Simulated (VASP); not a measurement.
Input of a VASP 6.6.1 run:

File INCAR:

```
  ALGO = Normal
  EDIFF = 1E-6
  ENCUT = 600
  GGA = PE
  GGA_COMPAT = False
  ISIF = 2
  ISMEAR = -1
  LASPH = True
  LCHARG = False
  LREAL = False
  LWAVE = False
  NBANDS = 18
  NELM = 120
  PREC = Accurate
  SIGMA = 0.05
```

The input KPOINTS:

```
k-points
0
Gamma
  11 11 11
```

Contents of POSCAR:

```
WF
1.0
    1.3658897467      0.7885984796      5.0695997407
   -1.3658897467      0.7885984796      5.0695997407
    0.0000000000     -1.5771919592      5.0696005185
W F
1 1
Direct
    0.8141200000      0.8141200000      0.8141200000
    0.9371200000      0.9371200000      0.9371200000
```

Potentials or basis: VASP PAW PBE potentials, release 64 (W_sv, F).

The run is started by

```bash
$ cat potpaw_PBE.64/W_sv/POTCAR potpaw_PBE.64/F/POTCAR > POTCAR
$ mpirun -np 1 vasp_std > vasp.out
```

Q: What does it give for the largest force?

A: 0.397 eV/Å.

Q: What does it give for the band gap on the k mesh?

A: Zero (an odd number of electrons rules out a gap without spin polarisation).

Q: Predict the pressure.

A: 1.7 GPa.

Forces on the atoms (eV/Å):
```
W    0.000  0.000 -0.397
F    0.000  0.000  0.397
```

Caveat: spin-orbit coupling is left out, which moves the levels of the heavy elements; an odd number of electrons without spin polarisation forces a metal; a magnetic or distorted state may lie lower.
